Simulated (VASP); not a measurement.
# SnAs (Fm-3m) in VASP: notebook

SnAs is run at these levels: LDA; tasks: single point.

All numbers are computed with VASP 6.6.1; they aren't measurements. Logs are shortened: lines on timing, memory, paths and dates and some standing lists are left out, and cuts for length are marked.

## Step 1: The cell of the first run

It takes space group Fm-3m (No. 225, cubic). The conventional cell has a = 5.700 Å, b = 5.700 Å, c = 5.700 Å, α = 90.00°, β = 90.00°, γ = 90.00°. Within 3.8 Å of Sn (site symmetry m-3m) lie 6 As at 2.85 Å. Within 3.8 Å of As (site symmetry m-3m) lie 6 Sn at 2.85 Å.

## Step 2: Single point, LDA

The input, INCAR:

```
ALGO     = Normal         # electronic algorithm
EDIFF    = 1E-7           # SCF threshold, eV
ENCUT    = 520            # plane-wave cutoff, eV
GGA      = CA             # functional
ISIF     = 2              # what is computed and relaxed
ISMEAR   = -1             # smearing method
LASPH    = True           # aspherical terms in the spheres
LCHARG   = True           # write CHGCAR
LELF     = True           # ELF
LREAL    = False          # projectors in reciprocal space
LVHAR    = True         
LWAVE    = False          # write WAVECAR
NBANDS   = 16             # bands
NELM     = 100            # most SCF steps
PREC     = Accurate       # precision mode
SIGMA    = 0.1            # smearing width, eV
```

The input, KPOINTS:

```
k-points
0
Gamma
  9 9 9
```

The input, POSCAR:

```
SnAs
1.0
    0.0000000000      2.8499369464      2.8499369464
    2.8499369464      0.0000000000      2.8499369464
    2.8499369464      2.8499369464      0.0000000000
Sn As
1 1
Direct
    0.0000000000      0.0000000000      0.0000000000
    0.5000000000      0.5000000000      0.5000000000
```

Potentials or basis: VASP PAW LDA potentials, release 64 (Sn_d, As).

Launch:

```console
cat potpaw_LDA.64/Sn_d/POTCAR potpaw_LDA.64/As/POTCAR > POTCAR
mpirun -np 1 vasp_std > vasp.out
```

OUTCAR:

```text
EDIFF = 1E-7
   ENCUT = 520
   GGA = CA
   ISIF = 2
   ISMEAR = -1
   LASPH = True
   LREAL = False
   NELM = 100
   PREC = Accurate

 ion  position               nearest neighbor table
   1  0.000  0.000  0.000-   2 2.85   2 2.85   2 2.85   2 2.85   2 2.85   2 2.85
   2  0.500  0.500  0.500-   1 2.85   1 2.85   1 2.85   1 2.85   1 2.85   1 2.85

  LATTYP: Found a face centered cubic cell.
 ALAT       =     5.6998738928

  Lattice vectors:

 A1 = (   0.0000000000,   2.8499369464,   2.8499369464)
 A2 = (   2.8499369464,   0.0000000000,   2.8499369464)
 A3 = (   2.8499369464,   2.8499369464,   0.0000000000)

Analysis of symmetry for initial positions (statically):
=====================================================================
 Subroutine PRICEL returns:
 Original cell was already a primitive cell.

 Routine SETGRP: Setting up the symmetry group for a
 face centered cubic supercell.

 Subroutine GETGRP returns: Found 48 space group operations
 (whereof 48 operations were pure point group operations)
 out of a pool of 48 trial point group operations.

The static configuration has the point symmetry O_h .

Analysis of symmetry for dynamics (positions and initial velocities):
=====================================================================
 Subroutine PRICEL returns:
 Original cell was already a primitive cell.

 Routine SETGRP: Setting up the symmetry group for a
 face centered cubic supercell.

 Subroutine GETGRP returns: Found 48 space group operations
 (whereof 48 operations were pure point group operations)
 out of a pool of 48 trial point group operations.

The dynamic configuration has the point symmetry O_h .

 Subroutine INISYM returns: Found 48 space group operations
 (whereof 48 operations are pure point group operations),
 and found     1 'primitive' translations

----------------------------------------------------------------------------------------

                                     Primitive cell

  volume of cell :      46.2952

  direct lattice vectors                    reciprocal lattice vectors
     0.000000000  2.849936946  2.849936946    -0.175442478  0.175442478  0.175442478
     2.849936946  0.000000000  2.849936946     0.175442478 -0.175442478  0.175442478
     2.849936946  2.849936946  0.000000000     0.175442478  0.175442478 -0.175442478

  length of vectors
     4.030419482  4.030419482  4.030419482     0.303875286  0.303875286  0.303875286

  position of ions in fractional coordinates (direct lattice)
     0.000000000  0.000000000  0.000000000
     0.500000000  0.500000000  0.500000000

  ion indices of the primitive-cell ions
   primitive index   ion index
                 1           1
                 2           2

----------------------------------------------------------------------------------------

 KPOINTS: k-points

Automatic generation of k-mesh.
 Grid dimensions read from file:
 generate k-points for:    9    9    9

 Generating k-lattice:

  Cartesian coordinates                     Fractional coordinates (reciprocal lattice)
    -0.019493609  0.019493609  0.019493609     0.111111111  0.000000000  0.000000000
     0.019493609 -0.019493609  0.019493609     0.000000000  0.111111111  0.000000000
     0.019493609  0.019493609 -0.019493609     0.000000000  0.000000000  0.111111111

  Length of vectors
     0.033763921  0.033763921  0.033763921

  Shift w.r.t. Gamma in fractional coordinates (k-lattice)
     0.000000000  0.000000000  0.000000000

 Subroutine IBZKPT returns following result:
 ===========================================

 Found     35 irreducible k-points:

 Following reciprocal coordinates:
            Coordinates               Weight
  0.000000  0.000000  0.000000      1.000000
  0.111111  0.000000  0.000000      8.000000
  0.222222  0.000000  0.000000      8.000000
  0.333333  0.000000  0.000000      8.000000
  0.444444  0.000000  0.000000      8.000000
  0.111111  0.111111  0.000000      6.000000
[... 16 lines left out ...]
 -0.333333  0.333333  0.000000     12.000000
  0.444444  0.444444  0.000000      6.000000
 [... further k-points ...]
   k-points           NKPTS =     35   k-points in BZ     NKDIM =     35   number of bands    NBANDS=     16
   number of dos      NEDOS =    301   number of ions     NIONS =      2
   total plane-waves  NPLWV =  27000
   dimension x,y,z NGX =    30 NGY =   30 NGZ =   30
   dimension x,y,z NGXF=    60 NGYF=   60 NGZF=   60
   ions per type =               1   1
   NGX,Y,Z   is equivalent  to a cutoff of  12.37, 12.37, 12.37 a.u.
   NGXF,Y,Z  is equivalent  to a cutoff of  24.75, 24.75, 24.75 a.u.
 SYSTEM =  unknown system
   PREC   = accura    normal or accurate (medium, high low for compatibility)
   ISTART =      0    job   : 0-new  1-cont  2-samecut
   ICHARG =      2    charge: 1-file 2-atom 10-const
   ISPIN  =      1    spin polarized calculation?
   LNONCOLLINEAR =      F non collinear calculations
   LSORBIT =      F    spin-orbit coupling
   LASPH  =      T    aspherical Exc in radial PAW
   ENCUT  =  520.0 eV  38.22 Ry    6.18 a.u.   7.49  7.49  7.49*2*pi/ulx,y,z
   NELM   =    100;   NELMIN=  2; NELMDL= -5     # of ELM steps
   EDIFF  = 0.1E-06   stopping-criterion for ELM
   LREAL  =      F    real-space projection
   EDIFFG = 0.1E-05   stopping-criterion for IOM
   NSW    =      0    number of steps for IOM
   IBRION =     -1    ionic relax: 0-MD 1-quasi-New 2-CG
   NFREE  =      0    steps in history (QN), initial steepest desc. (CG)
   ISIF   =      2    stress and relaxation
   ISYM   =      2    0-nonsym 1-usesym 2-fastsym
   POTIM  = 0.5000    time-step for ionic-motion
   TEBEG  =    0.0;   TEEND  =   0.0 temperature during run
   PSTRESS=    0.0 pullay stress
   NELECT =      19.0000    total number of electrons
   NUPDOWN=      -1.0000    fix difference up-down
   EMIN   =  10.00;   EMAX   =-10.00  energy-range for DOS
   EFERMI =   0.00;   METHOD = LEGACY
   ISMEAR =    -1;   SIGMA  =   0.10  broadening in eV -4-tet -1-fermi 0-gaus
   EFERMI_NEDOS =   21; number of points for ismear=-14 and -15
   IALGO  =     38    algorithm
   IMIX   =      4    mixing-type and parameters
     AMIX     =   0.40;   BMIX     =  1.00
     AMIX_MAG =   1.60;   BMIX_MAG =  1.00
  volume/ion in A,a.u.               =      23.15       156.21
  Fermi-wavevector in a.u.,A,eV,Ry     =   1.216599  2.299039 20.138161  1.480113
  Thomas-Fermi vector in A             =   2.351947
   LORBIT       =      0    0 simple, 1 ext, 2 COOP (PROOUT), +10 PAW based schemes
   GGA     = CA    functional components
   LHFCALC =     F    Hartree Fock is set to
   AEXX    =    0.0000 exact exchange contribution
   IVDW    =     0    specifies the selected vdW correction
   LEPSILON=     F    determine dielectric tensor
   LRPA    =     F    only Hartree local field effects (RPA)
 non-spin polarized calculation
  energy-cutoff  :      520.00
  volume of cell :       46.30
 maximum number of plane-waves:      1264
 NGX is ok and might be reduce to    30
   NGX = 15   NGY = 15   NGZ = 15

 number of electron      18.9999993 magnetization

 Free energy of the ion-electron system (eV)
  ---------------------------------------------------
  ext. energy  EPLUGINS =         0.00000000
  ---------------------------------------------------
  free energy    TOTEN  =       -10.05301264 eV

  energy without entropy =      -10.02262425  energy(sigma->0) =      -10.03781845

 E-fermi :   7.0904     XC(G=0): -10.5933

 val. band max:        7.0344163577   @ k =   0.4444   0.1111   0.0000
 cond. band min:       7.1407218383   @ k =   0.4444   0.2222   0.1111
 fundamental gap:      0.1063054806
 Fermi energy:         7.0903643299

 k-point     1 :       0.0000    0.0000    0.0000
  band No.  band energies     occupation
      1     -14.4182      2.00000
      2     -14.4182      2.00000
      3     -14.4044      2.00000
      4     -14.4044      2.00000
      5     -14.4044      2.00000
      6      -6.2283      2.00000
[... 8 lines left out ...]
     15      13.1418      0.00000
     16      13.1418      0.00000

 k-point     2 :       0.1111    0.0000    0.0000
  band No.  band energies     occupation
      1     -14.4196      2.00000
      2     -14.4196      2.00000
      3     -14.4040      2.00000
      4     -14.4021      2.00000
      5     -14.4021      2.00000
      6      -6.0788      2.00000
[... 8 lines left out ...]
     15      13.4970      0.00000
     16      13.4970      0.00000

 k-point     3 :       0.2222    0.0000    0.0000
  band No.  band energies     occupation
      1     -14.4239      2.00000
      2     -14.4239      2.00000
      3     -14.4029      2.00000
      4     -14.3953      2.00000
      5     -14.3953      2.00000
      6      -5.6403      2.00000
[... 8 lines left out ...]
     15      14.3925      0.00000
     16      14.3925      0.00000

 k-point     4 :       0.3333    0.0000    0.0000
  band No.  band energies     occupation
      1     -14.4294      2.00000
      2     -14.4294      2.00000
      3     -14.4019      2.00000
      4     -14.3870      2.00000
      5     -14.3870      2.00000
      6      -4.9602      2.00000
[... 8 lines left out ...]
     15      15.7731      0.00000
     16      15.7731      0.00000

 k-point     5 :       0.4444    0.0000    0.0000
  band No.  band energies     occupation
      1     -14.4330      2.00000
      2     -14.4330      2.00000
      3     -14.4012      2.00000
      4     -14.3815      2.00000
      5     -14.3815      2.00000
      6      -4.2477      2.00000
[... 8 lines left out ...]
     15      17.5014      0.00000
     16      17.5014      0.00000

 k-point     6 :       0.1111    0.1111    0.0000
  band No.  band energies     occupation
      1     -14.4231      2.00000
      2     -14.4165      2.00000
      3     -14.4060      2.00000
      4     -14.4005      2.00000
      5     -14.4005      2.00000
      6      -6.0287      2.00000
[... 8 lines left out ...]
     15      14.2001      0.00000
     16      14.2001      0.00000

 k-point     7 :       0.2222    0.1111    0.0000
  band No.  band energies     occupation
      1     -14.4287      2.00000
      2     -14.4174      2.00000
      3     -14.4061      2.00000
      4     -14.3958      2.00000
      5     -14.3943      2.00000
      6      -5.6857      2.00000
[... 8 lines left out ...]
     15      14.8787      0.00000
     16      15.1022      0.00000

 k-point     8 :       0.3333    0.1111    0.0000
  band No.  band energies     occupation
      1     -14.4341      2.00000
      2     -14.4221      2.00000
      3     -14.4037      2.00000
      4     -14.3902      2.00000
      5     -14.3860      2.00000
      6      -5.0821      2.00000
[... 8 lines left out ...]
     15      15.9519      0.00000
     16      16.4221      0.00000

 k-point     9 :       0.4444    0.1111    0.0000
  band No.  band energies     occupation
      1     -14.4372      2.00000
      2     -14.4276      2.00000
      3     -14.4007      2.00000
      4     -14.3853      2.00000
      5     -14.3805      2.00000
      6      -4.3462      2.00000
[... 8 lines left out ...]
     15      17.5452      0.00000
     16      18.0398      0.00000
[... 172 lines left out ...]
 k-point    19 :      -0.2222    0.2222    0.0000
  band No.  band energies     occupation
      1     -14.4310      2.00000
      2     -14.4286      2.00000
      3     -14.3984      2.00000
      4     -14.3892      2.00000
      5     -14.3866      2.00000
      6      -4.7302      2.00000
[... 8 lines left out ...]
     15      14.9077      0.00000
     16      17.8926      0.00000

 k-point    20 :       0.3333    0.3333    0.0000
  band No.  band energies     occupation
      1     -14.4560      2.00000
      2     -14.4149      2.00000
      3     -14.4070      2.00000
      4     -14.3784      2.00000
      5     -14.3784      2.00000
      6      -4.5496      2.00000
[... 8 lines left out ...]
     15      17.5922      0.00000
     16      18.9653      0.00000

 k-point    21 :       0.4444    0.3333    0.0000
  band No.  band energies     occupation
      1     -14.4613      2.00000
      2     -14.4141      2.00000
      3     -14.4078      2.00000
      4     -14.3754      2.00000
      5     -14.3740      2.00000
      6      -4.0095      2.00000
[... 8 lines left out ...]
     15      18.9061      0.00000
     16      19.4300      0.00000

 k-point    22 :      -0.4444    0.3333    0.0000
  band No.  band energies     occupation
      1     -14.4587      2.00000
      2     -14.4128      2.00000
      3     -14.4077      2.00000
      4     -14.3778      2.00000
      5     -14.3737      2.00000
      6      -3.5521      2.00000
[... 8 lines left out ...]
     15      18.1250      0.00000
     16      18.1482      0.00000

 k-point    23 :      -0.3333    0.3333    0.0000
  band No.  band energies     occupation
      1     -14.4499      2.00000
      2     -14.4199      2.00000
      3     -14.3980      2.00000
      4     -14.3847      2.00000
      5     -14.3776      2.00000
      6      -3.5663      2.00000
[... 8 lines left out ...]
     15      16.6311      0.00000
     16      17.0854      0.00000

 k-point    24 :       0.4444    0.4444    0.0000
  band No.  band energies     occupation
      1     -14.4697      2.00000
      2     -14.4180      2.00000
      3     -14.4037      2.00000
      4     -14.3705      2.00000
      5     -14.3705      2.00000
      6      -3.6909      2.00000
[... 8 lines left out ...]
     15      18.6104      0.00000
     16      20.5863      0.00000

 [... further k-points ...]
[... 5 lines left out ...]
  --------------------------------------------------------------------------------------
  -------------------------------------------------------------------------------------
  Total       -0.2686051     -0.2686051     -0.2686051     -0.0000000      0.0000000      0.0000000
  in kB       -9.2958501     -9.2958501     -9.2958501     -0.0000000      0.0000000      0.0000000
  external PRESSURE =      -9.2958501 kB  Pullay stress =       0.0000000 kB

 VOLUME and BASIS-vectors are now :
 -----------------------------------------------------------------------------
  energy-cutoff  :      520.00
  volume of cell :       46.30
      direct lattice vectors                 reciprocal lattice vectors
     0.000000000  2.849936946  2.849936946    -0.175442478  0.175442478  0.175442478
     2.849936946  0.000000000  2.849936946     0.175442478 -0.175442478  0.175442478
     2.849936946  2.849936946  0.000000000     0.175442478  0.175442478 -0.175442478

 POSITION                                       TOTAL-FORCE (eV/Angst)
 -----------------------------------------------------------------------------------
      0.00000      0.00000      0.00000         0.000000      0.000000     -0.000000
      2.84994      2.84994      2.84994         0.000000      0.000000      0.000000
 -----------------------------------------------------------------------------------
    total drift:                               -0.000000      0.000000      0.000000

  FREE ENERGIE OF THE ION-ELECTRON SYSTEM (eV)
  ---------------------------------------------------
  free  energy   TOTEN  =       -10.0530126408 eV

  energy  without entropy=      -10.0226242538  energy(sigma->0) =      -10.03781845
```

It took 43 s on 1 thread of Intel Xeon 8259CL, shared host; peak memory 0.16 GiB.

What came out:

```
Free energy            : -10.0530 eV
Pressure               : -0.9 GPa
Band gap on the k mesh : zero (an odd number of electrons rules out a gap without spin polarisation)
```

Caveat: spin-orbit coupling is left out, which moves the levels of the heavy elements.

## Step 3: Single point, LDA

This run uses another cell than the first one, of 23.84 Å³/atom.

The input, INCAR:

```
PREC = Accurate
ENCUT = 520
EDIFF = 1E-6
ISMEAR = -1
SIGMA = 0.1
LREAL = False
LASPH = True
NELM = 60
ALGO = Normal
ISIF = 2
LWAVE = False
LCHARG = True
LELF = True
LVHAR = True
NBANDS = 16
```

The input, KPOINTS:

```
regular mesh
0
Gamma
  9 9 9
```

The input, POSCAR:

```
SnAs
1.0
    0.0000000000      2.8778792866      2.8778792866
    2.8778792866      0.0000000000      2.8778792866
    2.8778792866      2.8778792866      0.0000000000
Sn As
1 1
Direct
    0.0000000000      0.0000000000      0.0000000000
    0.5000000000      0.5000000000      0.5000000000
```

Potentials or basis: VASP PAW LDA potentials, release 64 (Sn_d, As).

Launch:

```console
cat potpaw_LDA.64/Sn_d/POTCAR potpaw_LDA.64/As/POTCAR > POTCAR
mpirun -np 1 vasp_std > vasp.out
```

Wall time 37 s (1 thread of Intel Xeon 8259CL, shared host); peak memory 0.16 GiB.

Results (log left out):

```
Free energy            : -10.0367 eV
Pressure               : -2.9 GPa
Band gap on the k mesh : zero (an odd number of electrons rules out a gap without spin polarisation)
```

Levels at points of the mesh, in eV from the Fermi level:
```tsv
k point	band 6	band 7	band 8	band 9	band 10	band 11	band 12	band 13	band 14	band 15
(0.00, 0.00, 0.00)	-13.07	-2.92	-1.08	-1.08	-1.08	5.32	5.32	5.32	6.08	6.08
```

Caveat: spin-orbit coupling is left out, which moves the levels of the heavy elements.

(Continued in part 2 of 2.)

The gap in the log of VASP goes by the Fermi energy; the results here count the filled bands.